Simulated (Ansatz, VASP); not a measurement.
## LaF5 in VASP and in Ansatz

```
La F
1.0
     0.00000    3.50827    3.50827
     3.50827    0.00000    3.50827
     3.50827    3.50827    0.00000
La F
1 5
Direct
  0.00000 0.00000 0.00000
  0.12500 0.62500 0.62500
  0.62500 0.62500 0.62500
  0.62500 0.12500 0.62500
  0.62500 0.62500 0.12500
  0.25000 0.25000 0.25000
```

Change from the starting cell: species swapped into the ErCu5 type (F-43m, No. 216).

Alike in both runs: task relaxation of cell and atoms; functional PBE; k mesh 4 × 4 × 4; occupations gaussian, width 0.1 eV; no spin polarisation.

```csv
,VASP,Ansatz
version,VASP 6.6.1,Ansatz 0.2.0
potentials or method,"VASP PAW PBE potentials, release 64 (La, F), cutoff 600 eV","scalar-relativistic, plane waves, PAW"
valence electrons in the cell,46,46
```

|  | VASP | Ansatz | Ansatz less VASP |
| --- | --- | --- | --- |
| gap on the k mesh at the Fermi level, each at its own relaxed structure (eV) | none | none | - |
| relaxed volume (Å³/atom) | 11.43 | 11.54 | +0.109 |
| relaxed cell length with the largest relative difference (Å) | 4.595 | 4.609 | +0.0145 |

A gap of «none» marks a metal or a gap that the smearing closes.

The k mesh is coarse, so the values compare programs but aren't converged. Neither program's run includes spin-orbit coupling. Noted on VASP's run: the volume moved by over 15 % at a fixed basis, so the end points are rough.
